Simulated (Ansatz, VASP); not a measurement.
One calculation of CdH2, two programs

```xyz
3
Lattice="3.1634 0.0000 0.0000 0.0000 3.1634 0.0000 0.0000 0.0000 3.7080" Properties=species:S:1:pos:R:3 pbc="T T T"
Cd    0.0000    0.0000    1.8540
H     1.5817    1.5817    1.8540
H     0.0000    0.0000    0.0000
```

Alike in both runs: functional PBE; k mesh 14 × 14 × 12; occupations gaussian, width 0.1 eV; no spin polarisation.

Ansatz relaxed the structure, and its values are those at the end. VASP's run is a single point on that final structure, the one shown.

|  | VASP | Ansatz |
| --- | --- | --- |
| version | VASP 6.6.1 | Ansatz 0.2.0 |
| potentials or method | VASP PAW PBE potentials, release 64 (Cd, H), cutoff 520 eV | scalar-relativistic, plane waves, PAW |
| valence electrons in the cell | 14 | 22 |

VASP gave:

- gap on the k mesh at the Fermi level (eV): none
- pressure (GPa): 0.3

Problem. What did Ansatz give for the same quantities?

Solution. gap on the k mesh at the Fermi level (eV): none; pressure (GPa): 0.0.

A gap of «none» marks a metal or a gap that the smearing closes. VASP's potentials hold 14 valence electrons a cell and Ansatz's 22, so a difference there can come from the potentials and not from the codes.
